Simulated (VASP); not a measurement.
CoO: single point with PBE+U

The system is CoO.

```
Co O
1.0
     0.00000    2.13550    2.13550
     2.13550    0.00000    2.13550
     2.13550    2.13550    0.00000
Co O
1 1
Direct
  0.00000 0.00000 0.00000
  0.50000 0.50000 0.50000
```

```json
{
 "Program": "VASP 6.6.1",
 "Task": "single point",
 "Functional": "PBE",
 "Potentials or basis": "VASP PAW PBE potentials, release 64 (Co, O)",
 "Cutoff": "520 eV",
 "k mesh": "16 × 16 × 16",
 "Occupations": "gaussian, width 0.1 eV",
 "Spin": "collinear spin, ferromagnetic start",
 "Starting moments": "[2.75, 0.25] μB",
 "Hubbard terms": "Co d U = 3.32 eV",
 "Dipole correction": "no",
 "Further INCAR settings": "ALGO = Normal; EDIFF = 1e-06; NBANDS = 18"
}
```

```yaml
Pressure: -3.1 GPa
Band_gap_on_the_k_mesh: zero (filled and empty bands overlap)
Net_moment: 3.00 μB per cell
Site_moments: Co +2.73; O +0.26 μB
Valence_electrons_inside_the_program's_atomic_spheres: Co 7.79; O 5.00
```

Levels at points of the mesh, in eV from the Fermi level:
Spin up:
```tsv
k point	band 5	band 6	band 7	band 8	band 9	band 10	band 11	band 12	band 13	band 14
(0.00, 0.00, 0.00)	-4.14	-4.14	-2.36	-2.36	-2.36	1.55	17.42	17.70	17.70	17.70
(0.50, 0.00, 0.00)	-3.52	-3.52	-2.62	-0.16	-0.16	5.64	9.84	13.91	13.91	20.28
(0.50, 0.50, 0.00)	-3.71	-3.59	-3.59	-3.24	-3.24	6.30	10.44	11.40	16.25	16.25
```
Spin down:
```tsv
k point	band 2	band 3	band 4	band 5	band 6	band 7	band 8	band 9	band 10	band 11
(0.00, 0.00, 0.00)	-1.87	-1.87	-1.87	-1.11	-1.11	-1.11	1.79	1.79	2.07	17.27
(0.50, 0.00, 0.00)	-6.97	-3.68	-3.67	-0.09	-0.09	0.21	4.14	4.14	5.89	10.62
(0.50, 0.50, 0.00)	-5.71	-3.13	-3.13	-2.15	0.05	0.05	2.28	2.66	7.25	10.83
```

Eigenvalues of the final occupation matrices:
| site | spin | trace | eigenvalues |
| --- | --- | --- | --- |
| site 1 d | 1 | 4.93 | 0.97 0.97 0.97 1.01 1.01 |
| site 1 d | 2 | 2.23 | 0.13 0.13 0.65 0.65 0.65 |

Wall time 100 s on 1 thread of Intel Xeon 8259CL, on a shared host, peak memory 0.21 GiB.

Caveat: the cell stands under tension; a cell with one magnetic atom can't hold antiferromagnetic order, which such compounds often take. The state reached can hang on the start; a lower one may exist.
